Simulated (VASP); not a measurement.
# HClO (Pmmn) in VASP: single point with r2SCAN

Aim: the single point of HClO with r2SCAN.

Program: VASP 6.6.1. These are calculated values, not measurements. Logs are shortened: lines on timing, memory, paths and dates and some standing lists are left out, and cuts for length are marked.

**1. The cell of the first run**

It takes space group Pmmn (No. 59, orthorhombic). The conventional cell has a = 3.392 Å, b = 3.401 Å, c = 7.207 Å, α = 90.00°, β = 90.00°, γ = 90.00°. H (site symmetry mm2) has 4 O at 1.70 to 1.94 Å and 2 Cl at 2.37 Å within 2.4 Å. O (site symmetry mm2) has 4 H at 1.70 to 1.94 Å within 2.3 Å. Cl (site symmetry mm2) has 4 H at 2.37 to 3.16 Å and 5 O at 2.59 to 2.96 Å within 3.2 Å.

**2. Single point, r2SCAN**

File POSCAR:

```
HClO
1.0
    3.4012830000      0.0000000000      0.0000000000
    0.0000000000      3.3918880000      0.0000000000
    0.0000000000      0.0000000000      7.2065870000
H O Cl
2 2 2
Direct
    0.0000000000      0.5000000000      0.0700000000
    0.5000000000      0.0000000000      0.9300000000
    0.0000000000      0.0000000000      0.9400000000
    0.5000000000      0.5000000000      0.0600000000
    0.0000000000      0.0000000000      0.3000000000
    0.5000000000      0.5000000000      0.7000000000
```

File INCAR.step1:

```
  PREC = Accurate
  ENCUT = 520
  ISMEAR = -1
  SIGMA = 0.1
  LREAL = F
  LASPH = T
  NELM = 100
  NBANDS = 23
  GGA = PE
  ALGO = Normal
  EDIFF = 1E-4
  LWAVE = T
  LCHARG = F
```

File INCAR.step2:

```
  PREC = Accurate
  ENCUT = 520
  EDIFF = 1E-6
  ISMEAR = -1
  SIGMA = 0.1
  LREAL = F
  LASPH = T
  NELM = 100
  ALGO = Normal
  ISIF = 2
  LWAVE = F
  LCHARG = F
  METAGGA = R2SCAN
  LMIXTAU = T
  NBANDS = 23
  ISTART = 1
```

File KPOINTS:

```
regular mesh
0
Gamma
  10 10 5
```

Potentials or basis: VASP PAW PBE potentials, release 64 (H, O, Cl).

The run is started by

```sh
$ cat potpaw_PBE.64/H/POTCAR potpaw_PBE.64/O/POTCAR potpaw_PBE.64/Cl/POTCAR > POTCAR
$ cp INCAR.step1 INCAR
$ mpirun -np 1 vasp_std > vasp.out
$ cp INCAR.step2 INCAR
$ mpirun -np 1 vasp_std > vasp.out
```

OUTCAR:

```text
PREC = Accurate
   ENCUT = 520
   EDIFF = 1E-6
   ISMEAR = -1
   LREAL = F
   LASPH = T
   NELM = 100
   ISIF = 2
   METAGGA = R2SCAN
   ISTART = 1

 ion  position               nearest neighbor table
   1  0.000  0.500  0.070-
   2  0.500  0.000  0.930-
   3  0.000  0.000  0.940-
   4  0.500  0.500  0.060-
   5  0.000  0.000  0.300-
   6  0.500  0.500  0.700-

  LATTYP: Found a simple orthorhombic cell.
 ALAT       =     3.3918880000
 B/A-ratio  =     1.0027698438
 C/A-ratio  =     2.1246535853

  Lattice vectors:

 A1 = (   0.0000000000,  -3.3918880000,   0.0000000000)
 A2 = (   3.4012830000,   0.0000000000,   0.0000000000)
 A3 = (   0.0000000000,   0.0000000000,   7.2065870000)

Analysis of symmetry for initial positions (statically):
=====================================================================
 Subroutine PRICEL returns:
 Original cell was already a primitive cell.

 Routine SETGRP: Setting up the symmetry group for a
 simple orthorhombic supercell.

 Subroutine GETGRP returns: Found  8 space group operations
 (whereof  4 operations were pure point group operations)
 out of a pool of  8 trial point group operations.

The static configuration has the point symmetry C_2v.
 The point group associated with its full space group is D_2h.

Analysis of symmetry for dynamics (positions and initial velocities):
=====================================================================
 Subroutine PRICEL returns:
 Original cell was already a primitive cell.

 Routine SETGRP: Setting up the symmetry group for a
 simple orthorhombic supercell.

 Subroutine GETGRP returns: Found  8 space group operations
 (whereof  4 operations were pure point group operations)
 out of a pool of  8 trial point group operations.

The dynamic configuration has the point symmetry C_2v.
 The point group associated with its full space group is D_2h.

 Subroutine INISYM returns: Found  8 space group operations
 (whereof  4 operations are pure point group operations),
 and found     1 'primitive' translations

----------------------------------------------------------------------------------------

                                     Primitive cell

  volume of cell :      83.1407

  direct lattice vectors                    reciprocal lattice vectors
     3.401283000  0.000000000  0.000000000     0.294006703  0.000000000  0.000000000
     0.000000000  3.391888000  0.000000000     0.000000000  0.294821055  0.000000000
     0.000000000  0.000000000  7.206587000     0.000000000  0.000000000  0.138761941

  length of vectors
     3.401283000  3.391888000  7.206587000     0.294006703  0.294821055  0.138761941

  position of ions in fractional coordinates (direct lattice)
     0.000000000  0.500000000  0.070000000
     0.500000000  0.000000000  0.930000000
     0.000000000  0.000000000  0.940000000
     0.500000000  0.500000000  0.060000000
     0.000000000  0.000000000  0.300000000
     0.500000000  0.500000000  0.700000000

  ion indices of the primitive-cell ions
   primitive index   ion index
                 1           1
                 2           2
                 3           3
                 4           4
                 5           5
                 6           6

----------------------------------------------------------------------------------------

 KPOINTS: regular mesh

Automatic generation of k-mesh.
 Grid dimensions read from file:
 generate k-points for:   10   10    5

 Generating k-lattice:

  Cartesian coordinates                     Fractional coordinates (reciprocal lattice)
     0.029400670  0.000000000  0.000000000     0.100000000  0.000000000  0.000000000
     0.000000000  0.029482106  0.000000000     0.000000000  0.100000000  0.000000000
     0.000000000  0.000000000  0.027752388     0.000000000  0.000000000  0.200000000

  Length of vectors
     0.029400670  0.029482106  0.027752388

  Shift w.r.t. Gamma in fractional coordinates (k-lattice)
     0.000000000  0.000000000  0.000000000

 Subroutine IBZKPT returns following result:
 ===========================================

 Found    108 irreducible k-points:

 Following reciprocal coordinates:
            Coordinates               Weight
  0.000000  0.000000  0.000000      1.000000
  0.100000  0.000000  0.000000      2.000000
  0.200000  0.000000  0.000000      2.000000
  0.300000  0.000000  0.000000      2.000000
  0.400000  0.000000  0.000000      2.000000
  0.500000  0.000000  0.000000      1.000000
[... 16 lines left out ...]
  0.400000  0.300000  0.000000      4.000000
  0.500000  0.300000  0.000000      2.000000
 [... further k-points ...]
   k-points           NKPTS =    108   k-points in BZ     NKDIM =    108   number of bands    NBANDS=     23
   number of dos      NEDOS =    301   number of ions     NIONS =      6
   total plane-waves  NPLWV =  42336
   dimension x,y,z NGX =    28 NGY =   28 NGZ =   54
   dimension x,y,z NGXF=    56 NGYF=   56 NGZF=  108
   ions per type =               2   2   2
   NGX,Y,Z   is equivalent  to a cutoff of  13.69, 13.72, 12.46 a.u.
   NGXF,Y,Z  is equivalent  to a cutoff of  27.37, 27.45, 24.91 a.u.
 SYSTEM =  unknown system
   PREC   = accura    normal or accurate (medium, high low for compatibility)
   ISTART =      1    job   : 0-new  1-cont  2-samecut
   ICHARG =      0    charge: 1-file 2-atom 10-const
   ISPIN  =      1    spin polarized calculation?
   LNONCOLLINEAR =      F non collinear calculations
   LSORBIT =      F    spin-orbit coupling
   LASPH  =      T    aspherical Exc in radial PAW
   ENCUT  =  520.0 eV  38.22 Ry    6.18 a.u.   6.32  6.31 13.40*2*pi/ulx,y,z
   NELM   =    100;   NELMIN=  2; NELMDL=  0     # of ELM steps
   EDIFF  = 0.1E-05   stopping-criterion for ELM
   LREAL  =      F    real-space projection
   EDIFFG = 0.1E-04   stopping-criterion for IOM
   NSW    =      0    number of steps for IOM
   IBRION =     -1    ionic relax: 0-MD 1-quasi-New 2-CG
   NFREE  =      0    steps in history (QN), initial steepest desc. (CG)
   ISIF   =      2    stress and relaxation
   ISYM   =      2    0-nonsym 1-usesym 2-fastsym
   POTIM  = 0.5000    time-step for ionic-motion
   TEBEG  =    0.0;   TEEND  =   0.0 temperature during run
   PSTRESS=    0.0 pullay stress
   NELECT =      28.0000    total number of electrons
   NUPDOWN=      -1.0000    fix difference up-down
   EMIN   =  10.00;   EMAX   =-10.00  energy-range for DOS
   EFERMI =   0.00;   METHOD = LEGACY
   ISMEAR =    -1;   SIGMA  =   0.10  broadening in eV -4-tet -1-fermi 0-gaus
   EFERMI_NEDOS =   21; number of points for ismear=-14 and -15
   IALGO  =     38    algorithm
   IMIX   =      4    mixing-type and parameters
     AMIX     =   0.40;   BMIX     =  1.00
     AMIX_MAG =   1.60;   BMIX_MAG =  1.00
  volume/ion in A,a.u.               =      13.86        93.51
  Fermi-wavevector in a.u.,A,eV,Ry     =   1.138998  2.152394 17.651055  1.297316
  Thomas-Fermi vector in A             =   2.275702
   LORBIT       =      0    0 simple, 1 ext, 2 COOP (PROOUT), +10 PAW based schemes
   METAGGA = R2SCAN    functional components
   LHFCALC =     F    Hartree Fock is set to
   AEXX    =    0.0000 exact exchange contribution
   IVDW    =     0    specifies the selected vdW correction
   LEPSILON=     F    determine dielectric tensor
   LRPA    =     F    only Hartree local field effects (RPA)
 non-spin polarized calculation
  energy-cutoff  :      520.00
  volume of cell :       83.14
 maximum number of plane-waves:      2272
 NGX is ok and might be reduce to    28
   NGX = 13   NGY = 13   NGZ = 27

 number of electron      27.9999998 magnetization

 Free energy of the ion-electron system (eV)
  ---------------------------------------------------
  ext. energy  EPLUGINS =         0.00000000
  ---------------------------------------------------
  free energy    TOTEN  =       -23.63521740 eV

  energy without entropy =      -23.32688817  energy(sigma->0) =      -23.48105279

 E-fermi :  -0.9176     XC(G=0):  -9.4355

 val. band max:       -0.9241465509   @ k =   0.5000   0.5000   0.2000
 cond. band min:      -0.9172222377   @ k =   0.4000   0.4000   0.2000
 fundamental gap:      0.0069243132
 Fermi energy:        -0.9176173692

 k-point     1 :       0.0000    0.0000    0.0000
  band No.  band energies     occupation
      1     -19.6447      2.00000
      2     -17.5455      2.00000
      3     -15.1185      2.00000
      4     -15.1116      2.00000
      5      -4.3055      2.00000
      6      -3.8344      2.00000
[... 15 lines left out ...]
     22      11.3711      0.00000
     23      13.5242      0.00000

 k-point     2 :       0.1000    0.0000    0.0000
  band No.  band energies     occupation
      1     -19.5839      2.00000
      2     -17.5720      2.00000
      3     -15.0963      2.00000
      4     -15.0951      2.00000
      5      -4.7328      2.00000
      6      -3.7243      2.00000
[... 15 lines left out ...]
     22      11.4815      0.00000
     23      13.5466      0.00000

 k-point     3 :       0.2000    0.0000    0.0000
  band No.  band energies     occupation
      1     -19.4070      2.00000
      2     -17.6614      2.00000
      3     -15.0529      2.00000
      4     -15.0338      2.00000
      5      -5.3424      2.00000
      6      -4.2909      2.00000
[... 15 lines left out ...]
     22      11.8481      0.00000
     23      13.1175      0.00000
[... 495 lines left out ...]
 k-point    23 :       0.4000    0.3000    0.0000
  band No.  band energies     occupation
      1     -18.5405      2.00000
      2     -18.1182      2.00000
      3     -14.7105      2.00000
      4     -14.7037      2.00000
      5      -6.5683      2.00000
      6      -6.1724      2.00000
[... 15 lines left out ...]
     22      11.5502      0.00000
     23      13.2381      0.00000

 k-point    24 :       0.5000    0.3000    0.0000
  band No.  band energies     occupation
      1     -18.3059      2.00000
      2     -18.3059      2.00000
      3     -14.6808      2.00000
      4     -14.6808      2.00000
      5      -6.5403      2.00000
      6      -6.5403      2.00000
[... 15 lines left out ...]
     22      11.3564      0.00000
     23      13.2982      0.00000

 [... further k-points ...]

------------------------ aborting loop because EDIFF is reached ----------------------------------------

  FORCE on cell =-STRESS in cart. coord.  units (eV):
  Direction    XX          YY          ZZ          XY          YZ          ZX
  --------------------------------------------------------------------------------------
  -------------------------------------------------------------------------------------
  Total      -10.6696689     -1.7891606     -4.9456072      0.0000000      0.0000000      0.0000000
  in kB     -205.6116033    -34.4783134    -95.3051333      0.0000000      0.0000000      0.0000000
  external PRESSURE =    -111.7983500 kB  Pullay stress =       0.0000000 kB

 VOLUME and BASIS-vectors are now :
 -----------------------------------------------------------------------------
  energy-cutoff  :      520.00
  volume of cell :       83.14
      direct lattice vectors                 reciprocal lattice vectors
     3.401283000  0.000000000  0.000000000     0.294006703  0.000000000  0.000000000
     0.000000000  3.391888000  0.000000000     0.000000000  0.294821055  0.000000000
     0.000000000  0.000000000  7.206587000     0.000000000  0.000000000  0.138761941

 POSITION                                       TOTAL-FORCE (eV/Angst)
 -----------------------------------------------------------------------------------
      0.00000      1.69594      0.50446         0.000000      0.000000     -0.548681
      1.70064      0.00000      6.70213         0.000000      0.000000      0.548681
      0.00000      0.00000      6.77419         0.000000      0.000000      0.809489
      1.70064      1.69594      0.43240         0.000000      0.000000     -0.809489
      0.00000      0.00000      2.16198         0.000000      0.000000     -0.481821
      1.70064      1.69594      5.04461         0.000000      0.000000      0.481821
 -----------------------------------------------------------------------------------
    total drift:                                0.000000      0.000000      0.000000

  FREE ENERGIE OF THE ION-ELECTRON SYSTEM (eV)
  ---------------------------------------------------
  free  energy   TOTEN  =       -23.6352174007 eV

  energy  without entropy=      -23.3268881732  energy(sigma->0) =      -23.48105279
```

Wall time 6.9 min (1 thread of Intel Xeon Platinum 8488C (Sapphire Rapids), shared host); peak memory 0.31 GiB.

Results:

```
Free energy            : -23.6352 eV
Pressure               : -11.2 GPa
Largest force          : 0.809 eV/Å
Band gap on the k mesh : zero (bands 14 and 15 overlap by 0.29 eV)
```

Forces on the atoms (eV/Å):
```
H    0.000  0.000 -0.549
H    0.000  0.000  0.549
O    0.000  0.000  0.809
O    0.000  0.000 -0.809
Cl   0.000  0.000 -0.482
Cl   0.000  0.000  0.482
```

Levels at points of the mesh, in eV from the Fermi level:
```csv
k point,band 11,band 12,band 13,band 14,band 15,band 16,band 17,band 18
"(0.00, 0.00, 0.00)",-0.51,-0.19,-0.17,0.13,0.32,0.71,2.71,3.52
"(0.50, 0.00, 0.00)",-0.82,-0.82,-0.12,-0.12,-0.05,-0.05,7.01,7.01
"(0.00, 0.50, 0.00)",-0.74,-0.74,-0.05,-0.05,-0.04,-0.04,4.26,4.26
"(0.50, 0.50, 0.00)",-1.69,-1.69,0.03,0.03,0.22,0.22,7.28,7.28
```

Caveat: the cell stands under tension; the PAW data sets were made with another functional, which shifts forces and pressure a little.
